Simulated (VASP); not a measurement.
# InAs (F-43m) in VASP: single point with PBE-based global hybrid with 50 % exact exchange

Aim: the single point of InAs with PBE-based global hybrid with 50 % exact exchange.

All numbers are computed with VASP 6.6.1; they aren't measurements. Logs are shortened: lines on timing, memory, paths and dates and some standing lists are left out, and cuts for length are marked.

### 1 The cell of the first run

Symmetry: F-43m, No. 216, cubic system. The conventional cell has a = 6.109 Å, b = 6.109 Å, c = 6.109 Å, α = 90.00°, β = 90.00°, γ = 90.00°. In (site symmetry -43m) has 4 As at 2.65 Å within 3.5 Å. As (site symmetry -43m) has 4 In at 2.65 Å within 3.5 Å.

### 2 Single point, PBE-based global hybrid with 50 % exact exchange

POSCAR

```
InAs
1.0
    0.0000000000      3.0545915924      3.0545915924
    3.0545915924      0.0000000000      3.0545915924
    3.0545915924      3.0545915924      0.0000000000
In As
1 1
Direct
    0.0000000000      0.0000000000      0.0000000000
    0.2500000000      0.2500000000      0.2500000000
```

INCAR.step1

```
SYSTEM = InAs
PREC = Accurate
ENCUT = 400
EDIFF = 1E-5
ISMEAR = -1
SIGMA = 0.02
LREAL = .False.
LASPH = .True.
NELM = 120
ALGO = Normal
ISIF = 2
LWAVE = .True.
LCHARG = .False.
NBANDS = 21
GGA = PE
GGA_COMPAT = .False.
```

INCAR.step2

```
SYSTEM = InAs
PREC = Accurate
ENCUT = 400
EDIFF = 1E-6
ISMEAR = -1
SIGMA = 0.02
LREAL = .False.
LASPH = .True.
NELM = 120
ALGO = Normal
ISIF = 2
LWAVE = .False.
LCHARG = .False.
GGA = PE
LHFCALC = .True.
AEXX = 0.5
PRECFOCK = Normal
NBANDS = 21
ISTART = 1
GGA_COMPAT = .False.
```

KPOINTS

```
regular mesh
0
Gamma
  4 4 4
  0 0 0
```

Potentials or basis: VASP PAW PBE potentials, release 64 (In_d, As_d).

Command:

```console
> cat potpaw_PBE.64/In_d/POTCAR potpaw_PBE.64/As_d/POTCAR > POTCAR
> cp INCAR.step1 INCAR
> mpirun -np 1 vasp_std > vasp.out
> cp INCAR.step2 INCAR
> mpirun -np 1 vasp_std > vasp.out
```

OUTCAR:

```text
SYSTEM = InAs
   PREC = Accurate
   ENCUT = 400
   EDIFF = 1E-6
   ISMEAR = -1
   LREAL = .False.
   LASPH = .True.
   NELM = 120
   ISIF = 2
   GGA = PE
   LHFCALC = .True.
   AEXX = 0.5
   PRECFOCK = Normal
   ISTART = 1

 ion  position               nearest neighbor table
   1  0.000  0.000  0.000-   2 2.65   2 2.65   2 2.65   2 2.65
   2  0.250  0.250  0.250-   1 2.65   1 2.65   1 2.65   1 2.65

  LATTYP: Found a face centered cubic cell.
 ALAT       =     6.1091831848

  Lattice vectors:

 A1 = (   0.0000000000,   3.0545915924,   3.0545915924)
 A2 = (   3.0545915924,   0.0000000000,   3.0545915924)
 A3 = (   3.0545915924,   3.0545915924,   0.0000000000)

Analysis of symmetry for initial positions (statically):
=====================================================================
 Subroutine PRICEL returns:
 Original cell was already a primitive cell.

 Routine SETGRP: Setting up the symmetry group for a
 face centered cubic supercell.

 Subroutine GETGRP returns: Found 24 space group operations
 (whereof 24 operations were pure point group operations)
 out of a pool of 48 trial point group operations.

The static configuration has the point symmetry T_d .

Analysis of symmetry for dynamics (positions and initial velocities):
=====================================================================
 Subroutine PRICEL returns:
 Original cell was already a primitive cell.

 Routine SETGRP: Setting up the symmetry group for a
 face centered cubic supercell.

 Subroutine GETGRP returns: Found 24 space group operations
 (whereof 24 operations were pure point group operations)
 out of a pool of 48 trial point group operations.

The dynamic configuration has the point symmetry T_d .

 Subroutine INISYM returns: Found 24 space group operations
 (whereof 24 operations are pure point group operations),
 and found     1 'primitive' translations

----------------------------------------------------------------------------------------

                                     Primitive cell

  volume of cell :      57.0019

  direct lattice vectors                    reciprocal lattice vectors
     0.000000000  3.054591592  3.054591592    -0.163688004  0.163688004  0.163688004
     3.054591592  0.000000000  3.054591592     0.163688004 -0.163688004  0.163688004
     3.054591592  3.054591592  0.000000000     0.163688004  0.163688004 -0.163688004

  length of vectors
     4.319844857  4.319844857  4.319844857     0.283515939  0.283515939  0.283515939

  position of ions in fractional coordinates (direct lattice)
     0.000000000  0.000000000  0.000000000
     0.250000000  0.250000000  0.250000000

  ion indices of the primitive-cell ions
   primitive index   ion index
                 1           1
                 2           2

----------------------------------------------------------------------------------------

 KPOINTS: regular mesh

Automatic generation of k-mesh.
 Grid dimensions read from file:
 generate k-points for:    4    4    4

 Generating k-lattice:

  Cartesian coordinates                     Fractional coordinates (reciprocal lattice)
    -0.040922001  0.040922001  0.040922001     0.250000000  0.000000000  0.000000000
     0.040922001 -0.040922001  0.040922001     0.000000000  0.250000000  0.000000000
     0.040922001  0.040922001 -0.040922001     0.000000000  0.000000000  0.250000000

  Length of vectors
     0.070878985  0.070878985  0.070878985

  Shift w.r.t. Gamma in fractional coordinates (k-lattice)
     0.000000000  0.000000000  0.000000000

 Subroutine IBZKPT returns following result:
 ===========================================

 Found      8 irreducible k-points:

 Following reciprocal coordinates:
            Coordinates               Weight
  0.000000  0.000000  0.000000      1.000000
  0.250000  0.000000  0.000000      8.000000
  0.500000  0.000000  0.000000      4.000000
  0.250000  0.250000  0.000000      6.000000
  0.500000  0.250000  0.000000     24.000000
 -0.250000  0.250000  0.000000     12.000000
  0.500000  0.500000  0.000000      3.000000
 -0.250000  0.500000  0.250000      6.000000
   k-points           NKPTS =      8   k-points in BZ     NKDIM =     64   number of bands    NBANDS=     21
   number of dos      NEDOS =    301   number of ions     NIONS =      2
   total plane-waves  NPLWV =  21952
   dimension x,y,z NGX =    28 NGY =   28 NGZ =   28
   dimension x,y,z NGXF=    56 NGYF=   56 NGZF=   56
   ions per type =               1   1
   NGX,Y,Z   is equivalent  to a cutoff of  10.78, 10.78, 10.78 a.u.
   NGXF,Y,Z  is equivalent  to a cutoff of  21.55, 21.55, 21.55 a.u.
 SYSTEM =  InAs
   PREC   = accura    normal or accurate (medium, high low for compatibility)
   ISTART =      1    job   : 0-new  1-cont  2-samecut
   ICHARG =      0    charge: 1-file 2-atom 10-const
   ISPIN  =      1    spin polarized calculation?
   LNONCOLLINEAR =      F non collinear calculations
   LSORBIT =      F    spin-orbit coupling
   LASPH  =      T    aspherical Exc in radial PAW
   ENCUT  =  400.0 eV  29.40 Ry    5.42 a.u.   7.04  7.04  7.04*2*pi/ulx,y,z
   NELM   =    120;   NELMIN=  2; NELMDL=  0     # of ELM steps
   EDIFF  = 0.1E-05   stopping-criterion for ELM
   LREAL  =      F    real-space projection
   EDIFFG = 0.1E-04   stopping-criterion for IOM
   NSW    =      0    number of steps for IOM
   IBRION =     -1    ionic relax: 0-MD 1-quasi-New 2-CG
   NFREE  =      0    steps in history (QN), initial steepest desc. (CG)
   ISIF   =      2    stress and relaxation
   ISYM   =      3    0-nonsym 1-usesym 2-fastsym
   POTIM  = 0.5000    time-step for ionic-motion
   TEBEG  =    0.0;   TEEND  =   0.0 temperature during run
   PSTRESS=    0.0 pullay stress
   NELECT =      28.0000    total number of electrons
   NUPDOWN=      -1.0000    fix difference up-down
   EMIN   =  10.00;   EMAX   =-10.00  energy-range for DOS
   EFERMI =   0.00;   METHOD = LEGACY
   ISMEAR =    -1;   SIGMA  =   0.02  broadening in eV -4-tet -1-fermi 0-gaus
   EFERMI_NEDOS =   21; number of points for ismear=-14 and -15
   IALGO  =     38    algorithm
   IMIX   =      1    mixing-type and parameters
     AMIX     =   0.40;   BMIX     =  1.00
     AMIX_MAG =   1.60;   BMIX_MAG =  1.00
  volume/ion in A,a.u.               =      28.50       192.33
  Fermi-wavevector in a.u.,A,eV,Ry     =   1.291708  2.440974 22.701452  1.668510
  Thomas-Fermi vector in A             =   2.423461
   LORBIT       =      0    0 simple, 1 ext, 2 COOP (PROOUT), +10 PAW based schemes
   GGA     = PE    functional components
   LHFCALC =     T    Hartree Fock is set to
   PRECFOCK=normal    Normal, Fast or Accurate (Low or Medium for compatibility)
   ENCUT4O =  -1.0   cutoff for four orbital integrals eV
   NKREDX  =     1    reduce k-point grid by
   NKREDY  =     1    reduce k-point grid by
   NKREDZ  =     1    reduce k-point grid by
   AEXX    =    0.5000 exact exchange contribution
   HFSCREEN=    0.0000 screening length (either q_TF or 0.3 A-1)
   HFSCREENC=   0.0000 screening length for correlation (either q_TF or 0.3 A-1)
   ENCUTFOCK=  -1.0 apply spherical cutoff to Coloumb kernel
   IVDW    =     0    specifies the selected vdW correction
   LEPSILON=     F    determine dielectric tensor
   LRPA    =     F    only Hartree local field effects (RPA)
 non-spin polarized calculation
  energy-cutoff  :      400.00
  volume of cell :       57.00
 maximum number of plane-waves:      1056
  NGX = 24; NGY = 24; NGZ = 24

 number of electron      27.9999986 magnetization

 Free energy of the ion-electron system (eV)
  ---------------------------------------------------
  ext. energy  EPLUGINS =         0.00000000
  ---------------------------------------------------
  free energy    TOTEN  =       -12.75372194 eV

  energy without entropy =      -12.75372194  energy(sigma->0) =      -12.75372194

 E-fermi :   2.5127     XC(G=0):  -5.3699

 val. band max:        2.0061551438   @ k =   0.0000   0.0000   0.0000
 cond. band min:       4.6577576945   @ k =   0.0000   0.0000   0.0000
 fundamental gap:      2.6516025506
 Fermi energy:         2.5127482954

 k-point     1 :       0.0000    0.0000    0.0000
  band No.  band energies     occupation
      1     -39.9879      2.00000
      2     -39.9879      2.00000
      3     -39.9879      2.00000
      4     -39.9796      2.00000
      5     -39.9796      2.00000
      6     -15.8967      2.00000
[... 13 lines left out ...]
     20      15.0513      0.00000
     21      15.0513      0.00000

 k-point     2 :       0.2500    0.0000    0.0000
  band No.  band energies     occupation
      1     -39.9878      2.00000
      2     -39.9878      2.00000
      3     -39.9878      2.00000
      4     -39.9795      2.00000
      5     -39.9795      2.00000
      6     -15.9427      2.00000
[... 13 lines left out ...]
     20      13.7864      0.00000
     21      13.7864      0.00000

 k-point     3 :       0.5000    0.0000    0.0000
  band No.  band energies     occupation
      1     -39.9879      2.00000
      2     -39.9879      2.00000
      3     -39.9878      2.00000
      4     -39.9795      2.00000
      5     -39.9795      2.00000
      6     -15.9862      2.00000
[... 13 lines left out ...]
     20      16.3551      0.00000
     21      16.3551      0.00000

 k-point     4 :       0.2500    0.2500    0.0000
  band No.  band energies     occupation
      1     -39.9879      2.00000
      2     -39.9878      2.00000
      3     -39.9878      2.00000
      4     -39.9795      2.00000
      5     -39.9794      2.00000
      6     -15.9745      2.00000
[... 13 lines left out ...]
     20      15.8241      0.00000
     21      16.4850      0.00000

 k-point     5 :       0.5000    0.2500    0.0000
  band No.  band energies     occupation
      1     -39.9879      2.00000
      2     -39.9879      2.00000
      3     -39.9878      2.00000
      4     -39.9794      2.00000
      5     -39.9794      2.00000
      6     -16.0091      2.00000
[... 13 lines left out ...]
     20      16.6328      0.00000
     21      16.9292      0.00000

 k-point     6 :      -0.2500    0.2500    0.0000
  band No.  band energies     occupation
      1     -39.9879      2.00000
      2     -39.9878      2.00000
      3     -39.9878      2.00000
      4     -39.9794      2.00000
      5     -39.9794      2.00000
      6     -15.9866      2.00000
[... 13 lines left out ...]
     20      15.2705      0.00000
     21      17.0558      0.00000

 k-point     7 :       0.5000    0.5000    0.0000
  band No.  band energies     occupation
      1     -39.9879      2.00000
      2     -39.9878      2.00000
      3     -39.9878      2.00000
      4     -39.9794      2.00000
      5     -39.9793      2.00000
      6     -16.0414      2.00000
[... 13 lines left out ...]
     20      17.2396      0.00000
     21      17.8443      0.00000

 k-point     8 :      -0.2500    0.5000    0.2500
  band No.  band energies     occupation
      1     -39.9879      2.00000
      2     -39.9879      2.00000
      3     -39.9878      2.00000
      4     -39.9794      2.00000
      5     -39.9794      2.00000
      6     -16.0200      2.00000
[... 13 lines left out ...]
     20      17.2384      0.00000
     21      17.4240      0.00000

------------------------ aborting loop because EDIFF is reached ----------------------------------------

  FORCE on cell =-STRESS in cart. coord.  units (eV):
  Direction    XX          YY          ZZ          XY          YZ          ZX
  --------------------------------------------------------------------------------------
  -------------------------------------------------------------------------------------
  Total       -0.7741199     -0.7741199     -0.7741199     -0.0000000      0.0000000     -0.0000000
  in kB      -21.7585213    -21.7585213    -21.7585213     -0.0000000      0.0000000     -0.0000000
  external PRESSURE =     -21.7585213 kB  Pullay stress =       0.0000000 kB

 VOLUME and BASIS-vectors are now :
 -----------------------------------------------------------------------------
  energy-cutoff  :      400.00
  volume of cell :       57.00
      direct lattice vectors                 reciprocal lattice vectors
     0.000000000  3.054591592  3.054591592    -0.163688004  0.163688004  0.163688004
     3.054591592  0.000000000  3.054591592     0.163688004 -0.163688004  0.163688004
     3.054591592  3.054591592  0.000000000     0.163688004  0.163688004 -0.163688004

 POSITION                                       TOTAL-FORCE (eV/Angst)
 -----------------------------------------------------------------------------------
      0.00000      0.00000      0.00000         0.000000     -0.000000     -0.000000
      1.52730      1.52730      1.52730         0.000000      0.000000      0.000000
 -----------------------------------------------------------------------------------
    total drift:                                0.000011      0.000002      0.000012

  FREE ENERGIE OF THE ION-ELECTRON SYSTEM (eV)
  ---------------------------------------------------
  free  energy   TOTEN  =       -12.7537219442 eV

  energy  without entropy=      -12.7537219442  energy(sigma->0) =      -12.75372194
```

Wall time 13 min (1 thread of AMD EPYC 7R13 (Zen 3), shared host); peak memory 0.14 GiB.

Results:

```yaml
Free_energy: -12.7537 eV
Pressure: -2.2 GPa
Band_gap_on_the_k_mesh: 2.65 eV
```

Caveat: the k points lie up to 0.45 Å⁻¹ apart; the PAW data sets were made with another functional, which shifts forces and pressure a little; spin-orbit coupling is left out, which moves the levels of the heavy elements.
